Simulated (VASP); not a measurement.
Sb: single point with PBE

Sb:

```
Sb
1.0
     3.36900   -0.05054   -0.05054
    -1.72826    2.94291   -0.01850
    -0.07995   -0.07995    5.33000
Sb
2
Direct
  0.33333 0.66667 0.25000
  0.66667 0.33333 0.75000
```

This cell differs from its parent crystal: equal xy, yz and zx shear strains of -3 %.

* Program: VASP 6.6.1
* Task: single point
* Functional: PBE
* Potentials or basis: VASP PAW PBE potentials, release 64 (Sb)
* Cutoff: 520 eV
* k mesh: 12 × 12 × 7
* Occupations: fermi-dirac, width 0.05 eV
* Spin: no spin polarisation
* Dipole correction: no
* Further INCAR settings: ALGO = Normal; EDIFF = 1e-06; NBANDS = 12

```
Pressure               : 3.0 GPa
Largest force          : 0.048 eV/Å
Band gap on the k mesh : zero (bands 5 and 6 overlap by 6.71 eV)
```

Forces in eV/Å, atoms in the order of the input:
```
Sb   0.048 -0.003 -0.001
Sb  -0.048  0.003  0.001
```

Stress tensor (GPa, compression positive):
```
 3.05 -0.37  0.21
-0.37  3.35  0.25
 0.21  0.25  2.46
```

Levels at points of the mesh, in eV from the Fermi level:
```
           k point  band 3  band 4  band 5  band 6  band 7  band 8
(0.00, 0.00, 0.00)   -5.97    3.12    3.50    4.88    5.27    6.07
(0.50, 0.00, 0.00)   -4.23   -3.03   -2.12   -0.20   -0.14    3.47
(0.00, 0.50, 0.00)   -4.26   -3.01   -2.33   -0.19    0.13    3.74
(0.50, 0.50, 0.00)   -4.29   -2.95   -2.56   -0.25    0.44    4.01
```

It took 2.1 min on 1 thread of AMD EPYC 9R45 96-Core Processor (Zen 5), with other jobs on the host, peak memory 0.36 GiB.

Caveat: the cell differs from its parent crystal (equal xy, yz and zx shear strains of -3 %); spin-orbit coupling is left out, which moves the levels of the heavy elements.
